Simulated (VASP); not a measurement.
A run of VASP 6.6.1 is set up as follows.

File INCAR:

```
PREC     = Accurate       # precision mode
ENCUT    = 520            # plane-wave cutoff, eV
EDIFF    = 1E-6           # SCF threshold, eV
ISMEAR   = 0              # smearing method
SIGMA    = 0.05           # smearing width, eV
LREAL    = F              # projectors in reciprocal space
LASPH    = T              # aspherical terms in the spheres
NELM     = 80             # most SCF steps
ALGO     = Normal         # electronic algorithm
ISIF     = 2              # what is computed and relaxed
LWAVE    = F              # write WAVECAR
LCHARG   = F              # write CHGCAR
GGA      = PE             # functional
NBANDS   = 16             # bands
```

KPOINTS

```
regular mesh
0
Gamma
  9 9 6
```

File POSCAR:

```
MgO
1.0
    3.3805000000      0.0000000000      0.0000000000
   -1.6902500000      2.9275988775      0.0000000000
    0.0000000000      0.0000000000      4.0698000000
Mg O
2 2
Direct
    0.6666666667      0.3333333333      0.7500000000
    0.3333333333      0.6666666667      0.2500000000
    0.6666666667      0.3333333333      0.2500000000
    0.3333333333      0.6666666667      0.7500000000
```

Potentials or basis: VASP PAW PBE potentials, release 64 (Mg, O).

Launch:

```sh
$ cat potpaw_PBE.64/Mg/POTCAR potpaw_PBE.64/O/POTCAR > POTCAR
$ mpirun -np 1 vasp_std > vasp.out
```

Task: Predict the band gap on the k mesh.

Result: 3.89 eV, direct.

Task: Estimate the pressure.

Result: 19.0 GPa.

Stress tensor (GPa, compression positive):
```
18.68  0.00  0.00
 0.00 18.68  0.00
 0.00  0.00 19.53
```
